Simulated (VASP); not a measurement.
# Cd (P6_3/mmc) in VASP: electric field gradients with LDA

Aim: the electric field gradients of Cd with LDA.

Program: VASP 6.6.1. These are calculated values, not measurements. Logs are shortened: lines on timing, memory, paths and dates and some standing lists are left out, and cuts for length are marked.

### Step 1. The cell of the first run

The structure is hexagonal, space group P6_3/mmc (No. 194). The conventional cell has a = 2.979 Å, b = 2.979 Å, c = 5.618 Å, α = 90.00°, β = 90.00°, γ = 120.00°. Within 3.9 Å of Cd (site symmetry -6m2) lie 12 Cd at 2.98 to 3.29 Å.

### Step 2. Electric field gradients, LDA

INCAR reads:

```
SYSTEM = Cd
PREC = Accurate
ENCUT = 470
EDIFF = 1E-8
ISMEAR = -1
SIGMA = 0.05
LREAL = .FALSE.
LASPH = .TRUE.
NELM = 120
ALGO = Normal
ISIF = 2
LWAVE = .FALSE.
LCHARG = .FALSE.
GGA = CA
LEFG = .TRUE.
NBANDS = 27
GGA_COMPAT = .FALSE.
```

KPOINTS reads:

```
regular mesh
0
G
  14 14 7
  0 0 0
```

POSCAR reads:

```
Cd
1.0
    2.9788725081      0.0000000000      0.0000000000
   -1.4894362540      2.5797792666      0.0000000000
    0.0000000000      0.0000000000      5.6176500000
Cd
2
Direct
    0.3333333333      0.6666666667      0.2500000000
    0.6666666667      0.3333333333      0.7500000000
```

Potentials or basis: VASP PAW LDA potentials, release 64 (Cd_sv_GW).

Launch:

```sh
$ cat potpaw_LDA.64/Cd_sv_GW/POTCAR > POTCAR
$ mpirun -np 1 vasp_std > vasp.out
```

OUTCAR:

```text
SYSTEM = Cd
   PREC = Accurate
   ENCUT = 470
   EDIFF = 1E-8
   ISMEAR = -1
   LREAL = .FALSE.
   LASPH = .TRUE.
   NELM = 120
   ISIF = 2
   GGA = CA

 ion  position               nearest neighbor table
   1  0.333  0.667  0.250-
   2  0.667  0.333  0.750-

  LATTYP: Found a hexagonal cell.
 ALAT       =     2.9788725081
 C/A-ratio  =     1.8858309594

  Lattice vectors:

 A1 = (   2.9788725081,   0.0000000000,   0.0000000000)
 A2 = (  -1.4894362540,   2.5797792666,   0.0000000000)
 A3 = (   0.0000000000,   0.0000000000,   5.6176500000)

Analysis of symmetry for initial positions (statically):
=====================================================================
 Subroutine PRICEL returns:
 Original cell was already a primitive cell.

 Routine SETGRP: Setting up the symmetry group for a
 hexagonal supercell.

 Subroutine GETGRP returns: Found 24 space group operations
 (whereof 12 operations were pure point group operations)
 out of a pool of 24 trial point group operations.

The static configuration has the point symmetry D_3d.
 The point group associated with its full space group is D_6h.

Analysis of symmetry for dynamics (positions and initial velocities):
=====================================================================
 Subroutine PRICEL returns:
 Original cell was already a primitive cell.

 Routine SETGRP: Setting up the symmetry group for a
 hexagonal supercell.

 Subroutine GETGRP returns: Found 24 space group operations
 (whereof 12 operations were pure point group operations)
 out of a pool of 24 trial point group operations.

The dynamic configuration has the point symmetry D_3d.
 The point group associated with its full space group is D_6h.

 Subroutine INISYM returns: Found 24 space group operations
 (whereof 12 operations are pure point group operations),
 and found     1 'primitive' translations

----------------------------------------------------------------------------------------

                                     Primitive cell

  volume of cell :      43.1707

  direct lattice vectors                    reciprocal lattice vectors
[... 113 lines left out ...]
   LHFCALC =     F    Hartree Fock is set to
   AEXX    =    0.0000 exact exchange contribution
   IVDW    =     0    specifies the selected vdW correction
   LEPSILON=     F    determine dielectric tensor
   LRPA    =     F    only Hartree local field effects (RPA)
 non-spin polarized calculation
  energy-cutoff  :      470.00
  volume of cell :       43.17
 maximum number of plane-waves:      1012
 NGX is ok and might be reduce to    24
   NGX = 11   NGY = 11   NGZ = 19

 number of electron      40.0000021 magnetization

 Free energy of the ion-electron system (eV)
  ---------------------------------------------------
  ext. energy  EPLUGINS =         0.00000000
  ---------------------------------------------------
  free energy    TOTEN  =        -3.00244756 eV

  energy without entropy =       -2.99640007  energy(sigma->0) =       -2.99942381

 E-fermi :   6.1906     XC(G=0): -11.6741

 val. band max:        6.1295000990   @ k =   0.3571   0.0714   0.0000
 cond. band min:       6.1957164444   @ k =   0.3571   0.1429   0.1429
 fundamental gap:      0.0662163455
 Fermi energy:         6.1906212589

 k-point     1 :       0.0000    0.0000    0.0000
  band No.  band energies     occupation
      1     -96.2520      2.00000
      2     -96.2517      2.00000
      3     -57.6475      2.00000
      4     -57.6250      2.00000
      5     -57.6061      2.00000
      6     -57.6061      2.00000
[... 709 lines left out ...]
     26      12.0549      0.00000
     27      14.2064      0.00000

 [... further k-points ...]
[... 5 lines left out ...]
  --------------------------------------------------------------------------------------
  -------------------------------------------------------------------------------------
  Total       -2.0164698     -2.0164698     -1.7523775     -0.0000000     -0.0000000      0.0000000
  in kB      -74.8364489    -74.8364489    -65.0352934     -0.0000000     -0.0000000      0.0000000
  external PRESSURE =     -71.5693971 kB  Pullay stress =       0.0000000 kB

 VOLUME and BASIS-vectors are now :
 -----------------------------------------------------------------------------
  energy-cutoff  :      470.00
  volume of cell :       43.17
      direct lattice vectors                 reciprocal lattice vectors
     2.978872508  0.000000000  0.000000000     0.335697482  0.193815032  0.000000000
    -1.489436254  2.579779267  0.000000000     0.000000000  0.387630063  0.000000000
     0.000000000  0.000000000  5.617650000     0.000000000  0.000000000  0.178010378

 POSITION                                       TOTAL-FORCE (eV/Angst)
 -----------------------------------------------------------------------------------
     -0.00000      1.71985      1.40441        -0.000000      0.000000      0.000000
      1.48944      0.85993      4.21324         0.000000     -0.000000      0.000000
 -----------------------------------------------------------------------------------
    total drift:                                0.000000     -0.000000      0.000000

  FREE ENERGIE OF THE ION-ELECTRON SYSTEM (eV)
  ---------------------------------------------------
  free  energy   TOTEN  =        -3.0024475600 eV

  energy  without entropy=       -2.9964000653  energy(sigma->0) =       -2.99942381

 Electric field gradients (V/A^2)
---------------------------------------------------------------------
 ion       V_xx      V_yy      V_zz      V_xy      V_xz      V_yz
---------------------------------------------------------------------
   1     -40.582   -40.580    81.162     0.002    -0.000     0.000
   2     -40.582   -40.580    81.162     0.002     0.000    -0.000
---------------------------------------------------------------------

 Electric field gradients after diagonalization (V/A^2)
 (convention: |V_zz| > |V_xx| > |V_yy|)
----------------------------------------------------------------------
 ion       V_xx      V_yy      V_zz     asymmetry (V_yy - V_xx)/ V_zz
----------------------------------------------------------------------
   1     -40.584   -40.579    81.162       0.000
   2     -40.584   -40.579    81.162       0.000
----------------------------------------------------------------------

           NMR quadrupolar parameters

 Cq : quadrupolar parameter    Cq=e*Q*V_zz/h
 eta: asymmetry parameters     (V_yy - V_xx)/ V_zz
 Q  : nuclear electric quadrupole moment in mb (millibarn)
----------------------------------------------------------------------
 ion       Cq(MHz)       eta       Q (mb)
----------------------------------------------------------------------
   1       0.196       0.000       1.000
   2       0.196       0.000       1.000
----------------------------------------------------------------------
```

OSZICAR:

```text
N       E                     dE             d eps       ncg     rms          rms(c)
DAV:   1     0.981234049547E+03    0.98123E+03   -0.24302E+04  5600   0.210E+03
DAV:   2     0.940263327728E+02   -0.88721E+03   -0.83961E+03  5187   0.891E+02
DAV:   3     0.623544806480E+00   -0.93403E+02   -0.92107E+02  8007   0.348E+02
DAV:   4    -0.294683091425E+01   -0.35704E+01   -0.35636E+01  7505   0.901E+01
DAV:   5    -0.316352158813E+01   -0.21669E+00   -0.21668E+00  7877   0.186E+01    0.354E+01
DAV:   6    -0.302239238220E+01    0.14113E+00   -0.37833E-01  7944   0.129E+01    0.208E+01
DAV:   7    -0.300253248270E+01    0.19860E-01   -0.52227E-02  7208   0.319E+00    0.113E+00
DAV:   8    -0.300251050825E+01    0.21974E-04   -0.33134E-03  8063   0.118E+00    0.129E-01
DAV:   9    -0.300244909045E+01    0.61418E-04   -0.20521E-04  7945   0.168E-01    0.489E-02
DAV:  10    -0.300244756437E+01    0.15261E-05   -0.17125E-05  8200   0.908E-02    0.521E-03
DAV:  11    -0.300244756927E+01   -0.48913E-08   -0.50959E-07  7962   0.158E-02    0.114E-03
DAV:  12    -0.300244756002E+01    0.92477E-08   -0.65409E-09  4416   0.115E-03
   1 F= -.30024476E+01 E0= -.29994238E+01  d E =-.604749E-02
```

stdout:

```text
POSCAR found type information on POSCAR Cd
 POSCAR found :  1 types and       2 ions
 scaLAPACK will be used
 LDA part: xc-table for (Slater(with rela. corr.)+CA(PZ))
 , standard interpolation
 POSCAR, INCAR and KPOINTS ok, starting setup
 FFT: planning ... GRIDC
 FFT: planning ... GRID_SOFT
 FFT: planning ... GRID
 WAVECAR not read
 entering main loop
ion   1

ion   2
```

It took 43 s on 1 thread of Intel Xeon Platinum 8488C (Sapphire Rapids), shared host; peak memory 0.21 GiB.

Results:

| Quantity | Value |
| --- | --- |
| Free energy | -3.0024 eV |
| Pressure | -7.2 GPa |
| Band gap on the k mesh | zero (bands 20 and 21 overlap by 4.32 eV) |
| Largest electric field gradient by atom | Cd +81.2 V/Å² |

Levels at points of the mesh, in eV from the Fermi level:
| k point | band 16 | band 17 | band 18 | band 19 | band 20 | band 21 | band 22 | band 23 | band 24 | band 25 |
| --- | --- | --- | --- | --- | --- | --- | --- | --- | --- | --- |
| (0.00, 0.00, 0.00) | -8.68 | -8.68 | -8.42 | -8.42 | -3.09 | -3.05 | 10.27 | 13.79 | 14.56 | 14.56 |
| (0.50, 0.00, 0.00) | -8.45 | -8.15 | -8.13 | -2.36 | -1.89 | 1.89 | 2.97 | 3.06 | 5.29 | 8.15 |

Electric field gradients, principal values (V/Å²):
```csv
atom,least,middle,greatest (by size)
1 Cd,-40.579,-40.584,81.162
2 Cd,-40.579,-40.584,81.162
```

Caveat: the cell stands under tension; without QUAD_EFG the Cq values of the log hold for a quadrupole moment of 1 mb, not for the nuclei.

The gap in the log of VASP goes by the Fermi energy; the results here count the filled bands.